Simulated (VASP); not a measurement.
The system is AgRh.

```
Ag Rh
1.0
     2.77759    0.00000    0.00000
    -1.38879    2.40546    0.00000
     0.00000    0.00000    4.80860
Ag Rh
1 1
Direct
  0.00000 0.00000 0.50000
  0.66667 0.33333 0.00000
```

| Item | Value |
| --- | --- |
| Program | VASP 6.6.1 |
| Task | relaxation of cell and atoms |
| Functional | PBE |
| Potentials or basis | VASP PAW PBE potentials, release 64 (Ag, Rh_pv) |
| Cutoff | 600 eV |
| k mesh | 18 × 18 × 10 |
| Occupations | gaussian, width 0.1 eV |
| Spin | no spin polarisation |

At the start: pressure -2.4 GPa; volume 16.06 Å³/atom.

Task: Where does the relaxation end?

Result: Over 6 steps the energy falls by 2.0 meV/atom and the volume is 15.80 Å³/atom (-1.7 %); space group P-6m2 (No. 187, to 0.1 Å) before and after.

The path:
| step | energy change (eV) | largest force (eV/Å) | pressure (GPa) | volume (Å³) |
| --- | --- | --- | --- | --- |
| 1 | 0.0000 | 0.0000 | -2.40 | 32.13 |
| 2 | 0.0018 | 0.0000 | 3.20 | 31.02 |
| 3 | -0.0039 | 0.0000 | -0.03 | 31.62 |
| 4 | -0.0039 | 0.0000 | 0.07 | 31.61 |
| 5 | -0.0040 | 0.0000 | 0.07 | 31.60 |
| 6 | -0.0040 | 0.0000 | 0.07 | 31.60 |

Final structure:
```xyz
2
Lattice="2.7653 0.0000 0.0000 -1.3827 2.3949 0.0000 0.0000 0.0000 4.7712" Properties=species:S:1:pos:R:3 pbc="T T T"
Ag    0.0000    0.0000    2.3856
Rh    1.3827    0.7983    0.0000
```
